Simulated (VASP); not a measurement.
# Tm2GeF2 (I4/mmm) in VASP: further runs

Tm2GeF2 is run at these levels: PBE; tasks: single point, relaxation of cell and atoms.

Program: VASP 6.6.1. These are calculated values, not measurements. Logs are shortened: lines on timing, memory, paths and dates and some standing lists are left out, and cuts for length are marked.

## (1) The cell of the first run

Symmetry: I4/mmm, No. 139, tetragonal system. Conventional cell: a = 4.554 Å, b = 4.554 Å, c = 8.428 Å, α = 90.00°, β = 90.00°, γ = 90.00°. Tm (site symmetry -4m2) has 4 F at 2.40 Å and 4 Ge at 3.10 Å and 4 Tm at 3.22 Å within 3.3 Å. Ge (site symmetry 4/mmm) has 10 F at 2.87 to 3.49 Å and 8 Tm at 3.10 Å within 3.8 Å. F (site symmetry 4mm) has 4 Tm at 2.40 Å and 1 F at 2.69 Å and 1 Ge at 2.87 Å within 3.2 Å.

The cell was generated, and may not be a known phase.

## (2) Single point, PBE

Contents of INCAR:

```
ALGO = Normal
EDIFF = 1E-6
ENCUT = 600
GGA = PE
GGA_COMPAT = False
ISIF = 2
ISMEAR = 0
LASPH = True
LCHARG = False
LMAXMIX = 6
LREAL = False
LWAVE = False
NBANDS = 31
NELM = 200
PREC = Accurate
SIGMA = 0.15
```

Contents of KPOINTS:

```
k-points
0
Gamma
  4 4 4
```

Contents of POSCAR:

```
Tm2GeF2
1.0
   -2.2770136925      2.2770136925      4.2139107705
    2.2770136925     -2.2770136925      4.2139107705
    2.2770136925      2.2770136925     -4.2139107705
Tm Ge F
2 1 2
Direct
    0.7500000000      0.2500000000      0.5000000000
    0.2500000000      0.7500000000      0.5000000000
    0.0000000000      0.0000000000      0.0000000000
    0.3406664533      0.3406664533      0.0000000000
    0.6593335467      0.6593335467      0.0000000000
```

Potentials or basis: VASP PAW PBE potentials, release 64 (Tm_3, Ge_d, F), 4f in core.

Run with:

```sh
$ cat potpaw_PBE.64/Tm_3/POTCAR potpaw_PBE.64/Ge_d/POTCAR potpaw_PBE.64/F/POTCAR > POTCAR
$ mpirun -np 1 vasp_std > vasp.out
```

OUTCAR:

```text
EDIFF = 1E-6
   ENCUT = 600
   GGA = PE
   ISIF = 2
   ISMEAR = 0
   LASPH = True
   LREAL = False
   NELM = 200
   PREC = Accurate

 ion  position               nearest neighbor table
   1  0.750  0.250  0.500-   4 2.40   5 2.40   4 2.40   5 2.40   3 3.10   3 3.10   3 3.10   3 3.10
                             2 3.22   2 3.22   2 3.22   2 3.22
   2  0.250  0.750  0.500-   4 2.40   5 2.40   4 2.40   5 2.40   3 3.10   3 3.10   3 3.10   3 3.10
                             1 3.22   1 3.22   1 3.22   1 3.22
   3  0.000  0.000  0.000-   1 3.10   2 3.10   1 3.10   2 3.10   1 3.10   2 3.10   1 3.10   2 3.10

   4  0.341  0.341  0.000-   1 2.40   2 2.40   2 2.40   1 2.40
   5  0.659  0.659  0.000-   2 2.40   1 2.40   1 2.40   2 2.40

  LATTYP: Found a body centered tetragonal cell.
 ALAT       =     4.5540273850
 C/A-ratio  =     1.8506304044

  Lattice vectors:

 A1 = (  -2.2770136925,   2.2770136925,   4.2139107705)
 A2 = (   2.2770136925,  -2.2770136925,   4.2139107705)
 A3 = (   2.2770136925,   2.2770136925,  -4.2139107705)

Analysis of symmetry for initial positions (statically):
=====================================================================
 Subroutine PRICEL returns:
 Original cell was already a primitive cell.

 Routine SETGRP: Setting up the symmetry group for a
 body centered tetragonal supercell.

 Subroutine GETGRP returns: Found 16 space group operations
 (whereof 16 operations were pure point group operations)
 out of a pool of 16 trial point group operations.

The static configuration has the point symmetry D_4h.

Analysis of symmetry for dynamics (positions and initial velocities):
=====================================================================
 Subroutine PRICEL returns:
 Original cell was already a primitive cell.

 Routine SETGRP: Setting up the symmetry group for a
 body centered tetragonal supercell.

 Subroutine GETGRP returns: Found 16 space group operations
 (whereof 16 operations were pure point group operations)
 out of a pool of 16 trial point group operations.

The dynamic configuration has the point symmetry D_4h.

 Subroutine INISYM returns: Found 16 space group operations
 (whereof 16 operations are pure point group operations),
 and found     1 'primitive' translations

----------------------------------------------------------------------------------------

                                     Primitive cell

  volume of cell :      87.3930

  direct lattice vectors                    reciprocal lattice vectors
    -2.277013693  2.277013693  4.213910771     0.000000000  0.219585856  0.118654624
     2.277013693 -2.277013693  4.213910771     0.219585856  0.000000000  0.118654624
     2.277013693  2.277013693 -4.213910771     0.219585856  0.219585856  0.000000000

  length of vectors
     5.303454223  5.303454223  5.303454223     0.249593405  0.249593405  0.310541295

  position of ions in fractional coordinates (direct lattice)
     0.750000000  0.250000000  0.500000000
     0.250000000  0.750000000  0.500000000
     0.000000000  0.000000000  0.000000000
     0.340666453  0.340666453  0.000000000
     0.659333547  0.659333547  0.000000000

  ion indices of the primitive-cell ions
   primitive index   ion index
                 1           1
                 2           2
                 3           3
                 4           4
                 5           5

----------------------------------------------------------------------------------------

 KPOINTS: k-points

Automatic generation of k-mesh.
 Grid dimensions read from file:
 generate k-points for:    4    4    4

 Generating k-lattice:

  Cartesian coordinates                     Fractional coordinates (reciprocal lattice)
     0.000000000  0.054896464  0.029663656     0.250000000 -0.000000000  0.000000000
     0.054896464  0.000000000  0.029663656    -0.000000000  0.250000000  0.000000000
     0.054896464  0.054896464  0.000000000     0.000000000  0.000000000  0.250000000

  Length of vectors
     0.062398351  0.062398351  0.077635324

  Shift w.r.t. Gamma in fractional coordinates (k-lattice)
     0.000000000  0.000000000  0.000000000

 Subroutine IBZKPT returns following result:
 ===========================================

 Found     13 irreducible k-points:

 Following reciprocal coordinates:
            Coordinates               Weight
  0.000000  0.000000  0.000000      1.000000
  0.250000 -0.000000  0.000000      8.000000
  0.500000 -0.000000  0.000000      4.000000
  0.250000  0.250000  0.000000      8.000000
  0.500000  0.250000  0.000000     16.000000
 -0.250000  0.250000  0.000000      4.000000
  0.500000  0.500000  0.000000      2.000000
  0.250000  0.250000  0.250000      2.000000
 -0.250000  0.250000  0.250000      4.000000
  0.500000  0.500000  0.250000      4.000000
 -0.250000  0.500000  0.250000      8.000000
 -0.250000 -0.250000  0.250000      2.000000
  0.500000  0.500000  0.500000      1.000000
   k-points           NKPTS =     13   k-points in BZ     NKDIM =     13   number of bands    NBANDS=     31
   number of dos      NEDOS =    301   number of ions     NIONS =      5
   total plane-waves  NPLWV =  74088
   dimension x,y,z NGX =    42 NGY =   42 NGZ =   42
   dimension x,y,z NGXF=    84 NGYF=   84 NGZF=   84
   ions per type =               2   1   2
   NGX,Y,Z   is equivalent  to a cutoff of  13.17, 13.17, 13.17 a.u.
   NGXF,Y,Z  is equivalent  to a cutoff of  26.33, 26.33, 26.33 a.u.
 SYSTEM =  unknown system
   PREC   = accura    normal or accurate (medium, high low for compatibility)
   ISTART =      0    job   : 0-new  1-cont  2-samecut
   ICHARG =      2    charge: 1-file 2-atom 10-const
   ISPIN  =      1    spin polarized calculation?
   LNONCOLLINEAR =      F non collinear calculations
   LSORBIT =      F    spin-orbit coupling
   LASPH  =      T    aspherical Exc in radial PAW
   ENCUT  =  600.0 eV  44.10 Ry    6.64 a.u.  10.59 10.59 10.59*2*pi/ulx,y,z
   NELM   =    200;   NELMIN=  2; NELMDL= -5     # of ELM steps
   EDIFF  = 0.1E-05   stopping-criterion for ELM
   LREAL  =      F    real-space projection
[... 7 lines left out ...]
   TEBEG  =    0.0;   TEEND  =   0.0 temperature during run
   PSTRESS=    0.0 pullay stress
   NELECT =      46.0000    total number of electrons
   NUPDOWN=      -1.0000    fix difference up-down
   EMIN   =  10.00;   EMAX   =-10.00  energy-range for DOS
   EFERMI =   0.00;   METHOD = LEGACY
   ISMEAR =     0;   SIGMA  =   0.15  broadening in eV -4-tet -1-fermi 0-gaus
   EFERMI_NEDOS =   21; number of points for ismear=-14 and -15
   IALGO  =     38    algorithm
   IMIX   =      4    mixing-type and parameters
     AMIX     =   0.40;   BMIX     =  1.00
     AMIX_MAG =   1.60;   BMIX_MAG =  1.00
  volume/ion in A,a.u.               =      17.48       117.95
  Fermi-wavevector in a.u.,A,eV,Ry     =   1.321809  2.497856 23.771799  1.747178
  Thomas-Fermi vector in A             =   2.451535
   LORBIT       =      0    0 simple, 1 ext, 2 COOP (PROOUT), +10 PAW based schemes
   GGA     = PE    functional components
   LHFCALC =     F    Hartree Fock is set to
   AEXX    =    0.0000 exact exchange contribution
   IVDW    =     0    specifies the selected vdW correction
   LEPSILON=     F    determine dielectric tensor
   LRPA    =     F    only Hartree local field effects (RPA)
 non-spin polarized calculation
 Gauss-broadening in eV      SIGMA  =   0.15
  energy-cutoff  :      600.00
  volume of cell :       87.39
 maximum number of plane-waves:      2932
   NGX = 21   NGY = 21   NGZ = 21

 number of electron      45.9999989 magnetization

 Free energy of the ion-electron system (eV)
  ---------------------------------------------------
  ext. energy  EPLUGINS =         0.00000000
  ---------------------------------------------------
  free energy    TOTEN  =       -27.18003747 eV

  energy without entropy =      -27.17179129  energy(sigma->0) =      -27.17591438

 E-fermi :   3.9834     XC(G=0): -10.5889

 val. band max:        3.8815158375   @ k =   0.5000   0.5000   0.2500
 cond. band min:       4.0708958370   @ k =   0.0000   0.0000   0.0000
 fundamental gap:      0.1893799995
 Fermi energy:         3.9833890985

 k-point     1 :       0.0000    0.0000    0.0000
  band No.  band energies     occupation
      1     -22.2421      2.00000
      2     -22.2421      2.00000
      3     -22.0959      2.00000
      4     -21.6782      2.00000
      5     -21.6782      2.00000
      6     -21.6628      2.00000
[... 23 lines left out ...]
     30       9.3630      0.00000
     31       9.6218      0.00000

 k-point     2 :       0.2500   -0.0000    0.0000
  band No.  band energies     occupation
      1     -22.5206      2.00000
      2     -22.2061      2.00000
      3     -22.1628      2.00000
      4     -21.8712      2.00000
      5     -21.7642      2.00000
      6     -21.6805      2.00000
[... 23 lines left out ...]
     30       9.4750      0.00000
     31       9.5811      0.00000

 k-point     3 :       0.5000   -0.0000    0.0000
  band No.  band energies     occupation
      1     -22.5940      2.00000
      2     -22.5582      2.00000
      3     -21.9681      2.00000
      4     -21.9656      2.00000
      5     -21.7434      2.00000
      6     -21.7394      2.00000
[... 23 lines left out ...]
     30       8.6218      0.00000
     31       8.7006      0.00000

 k-point     4 :       0.2500    0.2500    0.0000
  band No.  band energies     occupation
      1     -22.7910      2.00000
      2     -22.5723      2.00000
      3     -21.9289      2.00000
      4     -21.8308      2.00000
      5     -21.6848      2.00000
      6     -21.6354      2.00000
[... 261 lines left out ...]
     30       9.0571      0.00000
     31       9.2508      0.00000

 k-point    12 :      -0.2500   -0.2500    0.2500
  band No.  band energies     occupation
      1     -22.2431      2.00000
      2     -22.2431      2.00000
      3     -22.1380      2.00000
      4     -21.6778      2.00000
      5     -21.6778      2.00000
      6     -21.6438      2.00000
[... 23 lines left out ...]
     30       8.9750      0.00000
     31       9.5197      0.00000

 k-point    13 :       0.5000    0.5000    0.5000
  band No.  band energies     occupation
      1     -22.2441      2.00000
      2     -22.2441      2.00000
      3     -22.1772      2.00000
      4     -21.6774      2.00000
      5     -21.6774      2.00000
      6     -21.6247      2.00000
[... 23 lines left out ...]
     30       9.5561      0.00000
     31       9.5564      0.00000

------------------------ aborting loop because EDIFF is reached ----------------------------------------

  FORCE on cell =-STRESS in cart. coord.  units (eV):
  Direction    XX          YY          ZZ          XY          YZ          ZX
  --------------------------------------------------------------------------------------
  -------------------------------------------------------------------------------------
  Total        0.1918635      0.1918635      0.2354280      0.0000000      0.0000000      0.0000000
  in kB        3.5174363      3.5174363      4.3161063      0.0000000      0.0000000      0.0000000
  external PRESSURE =       3.7836596 kB  Pullay stress =       0.0000000 kB

 VOLUME and BASIS-vectors are now :
 -----------------------------------------------------------------------------
  energy-cutoff  :      600.00
  volume of cell :       87.39
      direct lattice vectors                 reciprocal lattice vectors
    -2.277013693  2.277013693  4.213910771     0.000000000  0.219585856  0.118654624
     2.277013693 -2.277013693  4.213910771     0.219585856  0.000000000  0.118654624
     2.277013693  2.277013693 -4.213910771     0.219585856  0.219585856  0.000000000

 POSITION                                       TOTAL-FORCE (eV/Angst)
 -----------------------------------------------------------------------------------
      0.00000      2.27701      2.10696         0.000000      0.000000      0.000000
      2.27701      0.00000      2.10696         0.000000      0.000000     -0.000000
      0.00000      0.00000      0.00000         0.000000      0.000000      0.000000
      0.00000      0.00000      2.87108         0.000000      0.000000     -0.016822
      0.00000      0.00000      5.55675        -0.000000     -0.000000      0.016822
 -----------------------------------------------------------------------------------
    total drift:                                0.000000      0.000000     -0.000000

  FREE ENERGIE OF THE ION-ELECTRON SYSTEM (eV)
  ---------------------------------------------------
  free  energy   TOTEN  =       -27.1800374663 eV

  energy  without entropy=      -27.1717912894  energy(sigma->0) =      -27.17591438
```

It took 42 s on 1 thread of Intel Xeon 6975P-C (Granite Rapids), shared host; peak memory 0.28 GiB.

What came out:

| Property | Result |
| --- | --- |
| Free energy | -27.1800 eV |
| Pressure | 0.4 GPa |
| Largest force | 0.017 eV/Å |
| Band gap on the k mesh | zero (bands 23 and 24 overlap by 0.73 eV) |

Forces in eV/Å, atoms in the order of the input:
```
Tm   0.000  0.000  0.000
Tm   0.000  0.000  0.000
Ge   0.000  0.000  0.000
F    0.000  0.000 -0.017
F    0.000  0.000  0.017
```

Caveat: the k points lie up to 0.39 Å⁻¹ apart, too coarse for converged energies and pressures of a metal; spin-orbit coupling is left out, which moves the levels of the heavy elements; the 4f electrons are frozen in the core, so they carry no moment and show no levels; the run has no spin polarisation, though such a crystal can be magnetic. Spin polarisation is off, so any magnetic state and its effect on volume and gap are missing.

## (3) Relaxation of cell and atoms, PBE

This run uses another cell than the first one, of 21.36 Å³/atom.

Contents of INCAR:

```
  ALGO = Normal
  EDIFF = 1E-7
  EDIFFG = -0.08
  ENCUT = 600
  GGA = PE
  GGA_COMPAT = F
  IBRION = 2
  ISIF = 3
  ISMEAR = 0
  LASPH = T
  LCHARG = F
  LMAXMIX = 6
  LREAL = F
  LWAVE = F
  NELM = 200
  NELMIN = 4
  NSW = 36
  PREC = Accurate
  SIGMA = 0.15
```

Contents of KPOINTS:

```
k-points
0
Gamma
  3 3 3
```

Contents of POSCAR:

```
Tm2GeF2
1.0
   -2.9670427000      2.9670427000      3.0323417500
    2.9670427000     -2.9670427000      3.0323417500
    2.9670427000      2.9670427000     -3.0323417500
Tm Ge F
2 1 2
Direct
    0.5000000000      0.0000000000      0.5000000000
    0.0000000000      0.5000000000      0.5000000000
    0.5000000000      0.5000000000      0.0000000000
    0.0911615200      0.0911615200      0.0000000000
    0.9088384800      0.9088384800      0.0000000000
```

Potentials or basis: VASP PAW PBE potentials, release 64 (Tm_3, Ge_d, F), 4f in core.

Run with:

```sh
$ cat potpaw_PBE.64/Tm_3/POTCAR potpaw_PBE.64/Ge_d/POTCAR potpaw_PBE.64/F/POTCAR > POTCAR
$ mpirun -np 1 vasp_std > vasp.out
```

Wall time 8.7 min (1 thread of Intel Xeon 6975P-C (Granite Rapids), shared host); peak memory 0.29 GiB.

It converged, with:

```yaml
Free_energy: -23.5181 eV
Relaxed_volume: 21.64 Å³/atom
Relaxed_cell: a = 5.486 Å, b = 5.486 Å, c = 5.486 Å, α = 124.28°, β = 124.28°, γ = 82.73°
Space_group_after_relaxing_to_0.1_Å: I4/mmm (No. 139)
Pressure_after_relaxing: 0.1 GPa
Largest_force_after_relaxing: 0.017 eV/Å
Band_gap_on_the_k_mesh: zero (bands 23 and 24 overlap by 0.43 eV)
```

Forces in eV/Å, atoms in the order of the input:
```
Tm   0.000  0.000  0.000
Tm   0.000  0.000  0.000
Ge   0.000  0.000  0.000
F    0.000  0.000  0.017
F    0.000  0.000 -0.017
```

Stress tensor (GPa, compression positive):
```
0.19 0.00 0.00
0.00 0.19 0.00
0.00 0.00 0.04
```

Final structure:
```cif
data_structure
_symmetry_space_group_name_H-M 'P 1'
_symmetry_Int_Tables_number 1
_cell_length_a 5.4856
_cell_length_b 5.4856
_cell_length_c 5.4856
_cell_angle_alpha 124.283
_cell_angle_beta 124.283
_cell_angle_gamma 82.729
_cell_volume 108.21
loop_
_atom_site_label
_atom_site_type_symbol
_atom_site_fract_x
_atom_site_fract_y
_atom_site_fract_z
_atom_site_occupancy
Tm1 Tm 0.50000 0.00000 0.50000 1
Tm2 Tm 0.00000 0.50000 0.50000 1
Ge1 Ge 0.50000 0.50000 0.00000 1
F1 F 0.13907 0.13907 0.00000 1
F2 F 0.86093 0.86093 0.00000 1
```

Levels at points of the mesh, in eV from the Fermi level:
| k point | band 20 | band 21 | band 22 | band 23 | band 24 | band 25 | band 26 | band 27 |
| --- | --- | --- | --- | --- | --- | --- | --- | --- |
| (0.00, 0.00, 0.00) | -3.61 | -1.03 | -0.45 | 0.37 | 0.37 | 0.86 | 1.15 | 1.15 |

Caveat: the k points lie up to 0.48 Å⁻¹ apart in the final cell; the standard files for N, O and F lose accuracy on very short bonds; spin-orbit coupling is left out, which moves the levels of the heavy elements; the 4f electrons are frozen in the core, so they carry no moment and show no levels; the run has no spin polarisation, though such a crystal can be magnetic. With open d or f shells a metallic result of PBE can be an artefact of self-interaction; +U or a hybrid may open a gap.

The gap in the log of VASP goes by the Fermi energy; the results here count the filled bands.